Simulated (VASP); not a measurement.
# Mg2O (antifluorite type) (Fm-3m) in VASP: further runs

Mg2O (antifluorite type) is run at these levels: PBE; tasks: single point.

Program: VASP 6.6.1. These are calculated values, not measurements. Logs are shortened: lines on timing, memory, paths and dates and some standing lists are left out, and cuts for length are marked.

**1. The cell of the first run**

It takes space group Fm-3m (No. 225, cubic). The conventional cell has a = 5.602 Å, b = 5.602 Å, c = 5.602 Å, α = 90.00°, β = 90.00°, γ = 90.00°. Mg (site symmetry -43m) has 4 O at 2.43 Å and 6 Mg at 2.80 Å within 3.2 Å. O (site symmetry m-3m) has 8 Mg at 2.43 Å within 3.2 Å.

**2. Single point, PBE**

INCAR reads:

```
PREC = Accurate ; ENCUT = 520
EDIFF = 1E-6 ; ISMEAR = -1
SIGMA = 0.06122561905347299 ; LREAL = F
LASPH = T ; NELM = 80
ALGO = Normal ; ISIF = 2
LWAVE = F ; LCHARG = F
GGA = PE ; NBANDS = 12
```

KPOINTS reads:

```
Automatic mesh
0
Gamma
  17 17 17
```

POSCAR reads:

```
Mg2O
1.0
    0.0000000000      2.8007760609      2.8007760609
    2.8007760609      0.0000000000      2.8007760609
    2.8007760609      2.8007760609      0.0000000000
Mg O
2 1
Direct
    0.2500000000      0.2500000000      0.2500000000
    0.7500000000      0.7500000000      0.7500000000
    0.0000000000      0.0000000000      0.0000000000
```

Potentials or basis: VASP PAW PBE potentials, release 64 (Mg, O).

The run is started by

```sh
cat potpaw_PBE.64/Mg/POTCAR potpaw_PBE.64/O/POTCAR > POTCAR
mpirun -np 1 vasp_std > vasp.out
```

OUTCAR:

```text
PREC = Accurate
   ENCUT = 520
   EDIFF = 1E-6
   ISMEAR = -1
   LREAL = F
   LASPH = T
   NELM = 80
   ISIF = 2
   GGA = PE

 ion  position               nearest neighbor table
   1  0.250  0.250  0.250-   3 2.43   3 2.43   3 2.43   3 2.43   2 2.80   2 2.80   2 2.80   2 2.80
                             2 2.80   2 2.80
   2  0.750  0.750  0.750-   3 2.43   3 2.43   3 2.43   3 2.43   1 2.80   1 2.80   1 2.80   1 2.80
                             1 2.80   1 2.80
   3  0.000  0.000  0.000-   2 2.43   2 2.43   2 2.43   1 2.43   2 2.43   1 2.43   1 2.43   1 2.43

  LATTYP: Found a face centered cubic cell.
 ALAT       =     5.6015521218

  Lattice vectors:

 A1 = (   0.0000000000,   2.8007760609,   2.8007760609)
 A2 = (   2.8007760609,   0.0000000000,   2.8007760609)
 A3 = (   2.8007760609,   2.8007760609,   0.0000000000)

Analysis of symmetry for initial positions (statically):
=====================================================================
 Subroutine PRICEL returns:
 Original cell was already a primitive cell.

 Routine SETGRP: Setting up the symmetry group for a
 face centered cubic supercell.

 Subroutine GETGRP returns: Found 48 space group operations
 (whereof 48 operations were pure point group operations)
 out of a pool of 48 trial point group operations.

The static configuration has the point symmetry O_h .

Analysis of symmetry for dynamics (positions and initial velocities):
=====================================================================
 Subroutine PRICEL returns:
 Original cell was already a primitive cell.

 Routine SETGRP: Setting up the symmetry group for a
 face centered cubic supercell.

 Subroutine GETGRP returns: Found 48 space group operations
 (whereof 48 operations were pure point group operations)
 out of a pool of 48 trial point group operations.

The dynamic configuration has the point symmetry O_h .

 Subroutine INISYM returns: Found 48 space group operations
 (whereof 48 operations are pure point group operations),
 and found     1 'primitive' translations

----------------------------------------------------------------------------------------

                                     Primitive cell

  volume of cell :      43.9405

  direct lattice vectors                    reciprocal lattice vectors
     0.000000000  2.800776061  2.800776061    -0.178521949  0.178521949  0.178521949
     2.800776061  0.000000000  2.800776061     0.178521949 -0.178521949  0.178521949
     2.800776061  2.800776061  0.000000000     0.178521949  0.178521949 -0.178521949

  length of vectors
[... 97 lines left out ...]
   EMIN   =  10.00;   EMAX   =-10.00  energy-range for DOS
   EFERMI =   0.00;   METHOD = LEGACY
   ISMEAR =    -1;   SIGMA  =   0.06  broadening in eV -4-tet -1-fermi 0-gaus
   EFERMI_NEDOS =   21; number of points for ismear=-14 and -15
   IALGO  =     38    algorithm
   IMIX   =      4    mixing-type and parameters
     AMIX     =   0.40;   BMIX     =  1.00
     AMIX_MAG =   1.60;   BMIX_MAG =  1.00
  volume/ion in A,a.u.               =      14.65        98.84
  Fermi-wavevector in a.u.,A,eV,Ry     =   0.999508  1.888797 13.592452  0.999017
  Thomas-Fermi vector in A             =   2.131803
   LORBIT       =      0    0 simple, 1 ext, 2 COOP (PROOUT), +10 PAW based schemes
   GGA     = PE    functional components
   LHFCALC =     F    Hartree Fock is set to
   AEXX    =    0.0000 exact exchange contribution
   IVDW    =     0    specifies the selected vdW correction
   LEPSILON=     F    determine dielectric tensor
   LRPA    =     F    only Hartree local field effects (RPA)
 non-spin polarized calculation
  energy-cutoff  :      520.00
  volume of cell :       43.94
 maximum number of plane-waves:      1243
 NGX is ok and might be reduce to    30
   NGX = 15   NGY = 15   NGZ = 15

 number of electron      10.0000002 magnetization

 Free energy of the ion-electron system (eV)
  ---------------------------------------------------
  ext. energy  EPLUGINS =         0.00000000
  ---------------------------------------------------
  free energy    TOTEN  =       -10.28845947 eV

  energy without entropy =      -10.28355775  energy(sigma->0) =      -10.28600861

 E-fermi :   4.8312     XC(G=0):  -9.5806

 val. band max:        4.7603046278   @ k =  -0.3529   0.2941   0.1176
 cond. band min:       4.8899055817   @ k =  -0.4118   0.2353   0.0000
 fundamental gap:      0.1296009539
 Fermi energy:         4.8312042859

 k-point     1 :       0.0000    0.0000    0.0000
  band No.  band energies     occupation
      1     -14.7338      2.00000
      2      -0.2850      2.00000
      3      -0.1301      2.00000
      4      -0.1301      2.00000
      5      -0.1301      2.00000
      6       9.2305      0.00000
      7       9.2305      0.00000
      8       9.2305      0.00000
      9      12.4697      0.00000
     10      12.4697      0.00000
     11      12.4697      0.00000
     12      12.5746      0.00000
[... 331 lines left out ...]
 k-point    24 :      -0.1176    0.0588    0.0000
  band No.  band energies     occupation
      1     -14.6955      2.00000
      2      -1.2681      2.00000
      3      -0.2234      2.00000
      4      -0.1443      2.00000
      5       1.0627      2.00000
      6       8.3552      0.00000
      7       8.9685      0.00000
      8       9.4272      0.00000
      9      10.7921      0.00000
     10      11.5928      0.00000
     11      12.7104      0.00000
     12      13.7932      0.00000

 [... further k-points ...]

------------------------ aborting loop because EDIFF is reached ----------------------------------------

  FORCE on cell =-STRESS in cart. coord.  units (eV):
  Direction    XX          YY          ZZ          XY          YZ          ZX
  --------------------------------------------------------------------------------------
  -------------------------------------------------------------------------------------
  Total        0.2474952      0.2474952      0.2474952      0.0000000      0.0000000     -0.0000000
  in kB        9.0242741      9.0242741      9.0242741      0.0000000      0.0000000     -0.0000000
  external PRESSURE =       9.0242741 kB  Pullay stress =       0.0000000 kB

 VOLUME and BASIS-vectors are now :
 -----------------------------------------------------------------------------
  energy-cutoff  :      520.00
  volume of cell :       43.94
      direct lattice vectors                 reciprocal lattice vectors
     0.000000000  2.800776061  2.800776061    -0.178521949  0.178521949  0.178521949
     2.800776061  0.000000000  2.800776061     0.178521949 -0.178521949  0.178521949
     2.800776061  2.800776061  0.000000000     0.178521949  0.178521949 -0.178521949

 POSITION                                       TOTAL-FORCE (eV/Angst)
 -----------------------------------------------------------------------------------
      1.40039      1.40039      1.40039         0.000000      0.000000     -0.000000
      4.20116      4.20116      4.20116        -0.000000     -0.000000     -0.000000
      0.00000      0.00000      0.00000        -0.000000     -0.000000      0.000000
 -----------------------------------------------------------------------------------
    total drift:                                0.000000     -0.000000     -0.000000

  FREE ENERGIE OF THE ION-ELECTRON SYSTEM (eV)
  ---------------------------------------------------
  free  energy   TOTEN  =       -10.2884594677 eV

  energy  without entropy=      -10.2835577490  energy(sigma->0) =      -10.28600861
```

OSZICAR:

```text
N       E                     dE             d eps       ncg     rms          rms(c)
DAV:   1     0.224720361997E+02    0.22472E+02   -0.39144E+03  3968   0.681E+02
DAV:   2    -0.100490196850E+02   -0.32521E+02   -0.30357E+02  4884   0.115E+02
DAV:   3    -0.121592193727E+02   -0.21102E+01   -0.20985E+01  4876   0.282E+01
DAV:   4    -0.121672442757E+02   -0.80249E-02   -0.80238E-02  4600   0.198E+00
DAV:   5    -0.121672804029E+02   -0.36127E-04   -0.36127E-04  4992   0.142E-01    0.780E+00
DAV:   6    -0.106018036992E+02    0.15655E+01   -0.18110E+01  4540   0.219E+01    0.463E+00
DAV:   7    -0.103336887103E+02    0.26811E+00   -0.16557E+00  4584   0.703E+00    0.134E+00
DAV:   8    -0.103004519332E+02    0.33237E-01   -0.26249E-01  4452   0.370E+00    0.663E-01
DAV:   9    -0.102895590531E+02    0.10893E-01   -0.13270E-02  4564   0.646E-01    0.250E-01
DAV:  10    -0.102885105742E+02    0.10485E-02   -0.26956E-03  4640   0.417E-01    0.610E-02
DAV:  11    -0.102884583703E+02    0.52204E-04   -0.16422E-04  4768   0.975E-02    0.706E-03
DAV:  12    -0.102884602628E+02   -0.18924E-05   -0.10138E-05  4724   0.186E-02    0.610E-03
DAV:  13    -0.102884594677E+02    0.79506E-06   -0.59244E-06  3552   0.112E-02
   1 F= -.10288459E+02 E0= -.10286009E+02  d E =-.490172E-02
```

Wall time 31 s (1 thread of AMD EPYC 9R45 (Zen 5), shared host); peak memory 0.2 GiB.

What came out:

```
Free energy            : -10.2885 eV
Pressure               : 0.9 GPa
Band gap on the k mesh : 0.13 eV (least direct gap 0.17 eV)
```

Caveat: an odd mesh through Γ misses points on the zone boundary, where band edges can lie.

**3. Single point, PBE**

This run uses another cell than the first one, of 14.95 Å³/atom.

INCAR reads:

```
PREC = Accurate
ENCUT = 520
EDIFF = 1E-6
ISMEAR = -1
SIGMA = 0.06122561905347299
LREAL = False
LASPH = True
NELM = 80
ALGO = Normal
ISIF = 2
LWAVE = False
LCHARG = False
GGA = PE
NBANDS = 12
```

KPOINTS reads:

```
regular mesh
0
Gamma
  17 17 17
```

POSCAR reads:

```
Mg2O
1.0
    0.0000000000      2.8197007975      2.8197007975
    2.8197007975      0.0000000000      2.8197007975
    2.8197007975      2.8197007975      0.0000000000
Mg O
2 1
Direct
    0.2500000000      0.2500000000      0.2500000000
    0.7500000000      0.7500000000      0.7500000000
    0.0000000000      0.0000000000      0.0000000000
```

Potentials or basis: VASP PAW PBE potentials, release 64 (Mg, O).

The run is started by

```sh
cat potpaw_PBE.64/Mg/POTCAR potpaw_PBE.64/O/POTCAR > POTCAR
mpirun -np 1 vasp_std > vasp.out
```

OUTCAR:

```text
PREC = Accurate
   ENCUT = 520
   EDIFF = 1E-6
   ISMEAR = -1
   LREAL = False
   LASPH = True
   NELM = 80
   ISIF = 2
   GGA = PE

 ion  position               nearest neighbor table
   1  0.250  0.250  0.250-   3 2.44   3 2.44   3 2.44   3 2.44   2 2.82   2 2.82   2 2.82   2 2.82
                             2 2.82   2 2.82
   2  0.750  0.750  0.750-   3 2.44   3 2.44   3 2.44   3 2.44   1 2.82   1 2.82   1 2.82   1 2.82
                             1 2.82   1 2.82
   3  0.000  0.000  0.000-   1 2.44   2 2.44   2 2.44   2 2.44   2 2.44   1 2.44   1 2.44   1 2.44

  LATTYP: Found a face centered cubic cell.
 ALAT       =     5.6394015950

  Lattice vectors:

 A1 = (   0.0000000000,   2.8197007975,   2.8197007975)
 A2 = (   2.8197007975,   0.0000000000,   2.8197007975)
 A3 = (   2.8197007975,   2.8197007975,   0.0000000000)

Analysis of symmetry for initial positions (statically):
=====================================================================
 Subroutine PRICEL returns:
 Original cell was already a primitive cell.

 Routine SETGRP: Setting up the symmetry group for a
 face centered cubic supercell.

 Subroutine GETGRP returns: Found 48 space group operations
 (whereof 48 operations were pure point group operations)
 out of a pool of 48 trial point group operations.

The static configuration has the point symmetry O_h .

Analysis of symmetry for dynamics (positions and initial velocities):
=====================================================================
 Subroutine PRICEL returns:
 Original cell was already a primitive cell.

 Routine SETGRP: Setting up the symmetry group for a
 face centered cubic supercell.

 Subroutine GETGRP returns: Found 48 space group operations
 (whereof 48 operations were pure point group operations)
 out of a pool of 48 trial point group operations.

The dynamic configuration has the point symmetry O_h .

 Subroutine INISYM returns: Found 48 space group operations
 (whereof 48 operations are pure point group operations),
 and found     1 'primitive' translations

[... 129 lines left out ...]
  volume of cell :       44.84
 maximum number of plane-waves:      1243
 NGX is ok and might be reduce to    30
   NGX = 15   NGY = 15   NGZ = 15

 number of electron      10.0000005 magnetization

 Free energy of the ion-electron system (eV)
  ---------------------------------------------------
  ext. energy  EPLUGINS =         0.00000000
  ---------------------------------------------------
  free energy    TOTEN  =       -10.29057102 eV

  energy without entropy =      -10.28488535  energy(sigma->0) =      -10.28772819

 E-fermi :   4.6706     XC(G=0):  -9.5038

 val. band max:        4.6204460555   @ k =  -0.3529   0.2941   0.1176
 cond. band min:       4.7272281728   @ k =  -0.4118   0.2353   0.0000
 fundamental gap:      0.1067821173
 Fermi energy:         4.6705536693

 k-point     1 :       0.0000    0.0000    0.0000
  band No.  band energies     occupation
      1     -14.7769      2.00000
      2      -0.4247      2.00000
      3      -0.1934      2.00000
      4      -0.1934      2.00000
      5      -0.1934      2.00000
      6       9.0106      0.00000
      7       9.0106      0.00000
      8       9.0106      0.00000
      9      12.2435      0.00000
     10      12.2435      0.00000
     11      12.2435      0.00000
     12      12.3813      0.00000
[... 331 lines left out ...]
 k-point    24 :      -0.1176    0.0588    0.0000
  band No.  band energies     occupation
      1     -14.7408      2.00000
      2      -1.3447      2.00000
      3      -0.2857      2.00000
      4      -0.2077      2.00000
      5       0.9351      2.00000
      6       8.1353      0.00000
      7       8.7541      0.00000
      8       9.2075      0.00000
      9      10.5995      0.00000
     10      11.3812      0.00000
     11      12.4776      0.00000
     12      13.5609      0.00000

 [... further k-points ...]

------------------------ aborting loop because EDIFF is reached ----------------------------------------

  FORCE on cell =-STRESS in cart. coord.  units (eV):
  Direction    XX          YY          ZZ          XY          YZ          ZX
  --------------------------------------------------------------------------------------
  -------------------------------------------------------------------------------------
  Total       -0.0821997     -0.0821997     -0.0821997      0.0000000     -0.0000000     -0.0000000
  in kB       -2.9372562     -2.9372562     -2.9372562      0.0000000     -0.0000000     -0.0000000
  external PRESSURE =      -2.9372562 kB  Pullay stress =       0.0000000 kB

 VOLUME and BASIS-vectors are now :
 -----------------------------------------------------------------------------
  energy-cutoff  :      520.00
  volume of cell :       44.84
      direct lattice vectors                 reciprocal lattice vectors
     0.000000000  2.819700797  2.819700797    -0.177323779  0.177323779  0.177323779
     2.819700797  0.000000000  2.819700797     0.177323779 -0.177323779  0.177323779
     2.819700797  2.819700797  0.000000000     0.177323779  0.177323779 -0.177323779

 POSITION                                       TOTAL-FORCE (eV/Angst)
 -----------------------------------------------------------------------------------
      1.40985      1.40985      1.40985         0.000000      0.000000     -0.000000
      4.22955      4.22955      4.22955        -0.000000     -0.000000      0.000000
      0.00000      0.00000      0.00000        -0.000000      0.000000      0.000000
 -----------------------------------------------------------------------------------
    total drift:                                0.000000     -0.000000     -0.000000

  FREE ENERGIE OF THE ION-ELECTRON SYSTEM (eV)
  ---------------------------------------------------
  free  energy   TOTEN  =       -10.2905710194 eV

  energy  without entropy=      -10.2848853546  energy(sigma->0) =      -10.28772819
```

Run time: 33 s. Hardware: 1 thread of AMD EPYC 9R45 (Zen 5), shared host; peak memory 0.2 GiB.

Results:

- Free energy: -10.2906 eV
- Pressure: -0.3 GPa
- Band gap on the k mesh: 0.11 eV

Caveat: an odd mesh through Γ misses points on the zone boundary, where band edges can lie.

[end of part 1 of 2]
